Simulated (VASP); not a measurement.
Wanted: the native input for a VASP 6.6.1 run.

```
Task                   : relaxation of cell and atoms
Functional             : PBE
Potentials or basis    : VASP PAW PBE potentials, release 64 (Si, C)
Cutoff                 : 600 eV
k mesh                 : 10 × 10 × 10
Occupations            : gaussian, width 0.1 eV
Spin                   : no spin polarisation
Dipole correction      : no
Further INCAR settings : ALGO = Normal; EDIFF = 1e-06; IBRION = 2; EDIFFG = -0.01; NSW = 100; ISIF = 3
```

The structure of Si4C lies in POSCAR:

```
Si4C
1.0
    0.0000000000      3.4687842063      3.4687842063
    3.4687842063      0.0000000000      3.4687842063
    3.4687842063      3.4687842063      0.0000000000
Si C
4 1
Direct
    0.6257779059      0.1226662822      0.6257779059
    0.6257779059      0.6257779059      0.6257779059
    0.1226662822      0.6257779059      0.6257779059
    0.6257779059      0.6257779059      0.1226662822
    0.2500000000      0.2500000000      0.2500000000
```

The cell was generated, and may not be a known phase.

These files were run (other wordings do the same):

INCAR

```
SYSTEM = Si4C
PREC = Accurate ; ENCUT = 600
EDIFF = 1E-6 ; ISMEAR = 0
SIGMA = 0.1 ; LREAL = .False.
LASPH = .True. ; NELM = 80
ALGO = Normal ; ISIF = 3
LWAVE = .False. ; LCHARG = .False.
GGA = PE ; IBRION = 2
NSW = 100 ; EDIFFG = -0.01
```

KPOINTS

```
Automatic mesh
0
Gamma
  10 10 10
  0 0 0
```

Potentials or basis: VASP PAW PBE potentials, release 64 (Si, C).

The run is started by

```bash
$ cat potpaw_PBE.64/Si/POTCAR potpaw_PBE.64/C/POTCAR > POTCAR
$ mpirun -np 1 vasp_std > vasp.out
```

It gave:

| Property | Result |
| --- | --- |
| Relaxed volume | 16.66 Å³/atom |
| Relaxed cell | a = 4.902 Å, b = 4.902 Å, c = 4.902 Å, α = 60.00°, β = 60.00°, γ = 60.00° |
| Space group after relaxing (to 0.1 Å) | F-43m (No. 216) |
| Energy gained by relaxing | 0.6 meV/atom |
| Ionic steps | 3 |
| Pressure after relaxing | 0.0 GPa |

Caveat: the highest band is partly filled, so the run has too few bands.

It took 110 s on 1 thread of Intel(R) Xeon(R) Platinum 8488C (Sapphire Rapids), on a shared host, peak memory 0.26 GiB.
